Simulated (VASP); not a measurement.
## ZrS: single point with PBEsol

ZrS:

```
Zr S
1.0
     0.00000    2.53034    2.53034
     2.53034    0.00000    2.53034
     2.53034    2.53034    0.00000
Zr S
1 1
Cartesian
  0.0000 0.0000 0.0000
  2.5303 2.5303 2.5303
```

This cell differs from its parent crystal: volume scaled by 0.94.

```json
{"Program": "VASP 6.6.1", "Task": "single point", "Functional": "PBEsol", "Potentials or basis": "VASP PAW PBE potentials, release 64 (Zr_sv, S)", "Cutoff": "520 eV", "k mesh": "14 × 14 × 14", "Occupations": "gaussian, width 0.1 eV", "Spin": "no spin polarisation", "Dipole correction": "no", "Further INCAR settings": "ALGO = Normal; EDIFF = 1e-06; NBANDS = 16"}
```

```yaml
Pressure: 10.8 GPa
Band_gap_on_the_k_mesh: zero (band 9 reaches 13.76 eV, above the bottom of band 10 at 10.40 eV)
```

Levels at points of the mesh, in eV from the Fermi level:
```
           k point  band 6  band 7  band 8  band 9  band 10  band 11  band 12  band 13
(0.00, 0.00, 0.00)   -3.52   -3.52   -3.52   -1.62    -1.62    -1.62    -0.82    -0.82
(0.50, 0.00, 0.00)   -8.58   -6.41   -6.41    1.74     1.74     1.98     2.18     6.08
(0.50, 0.50, 0.00)   -6.40   -4.49   -4.49   -4.01     0.56     2.81     2.81     3.32
```

Wall time 22 s on 1 thread of Intel(R) Xeon(R) Platinum 8559C (Emerald Rapids), with other jobs on the host, peak memory 0.18 GiB.

Caveat: the PAW data sets were made with another functional, which shifts forces and pressure a little.
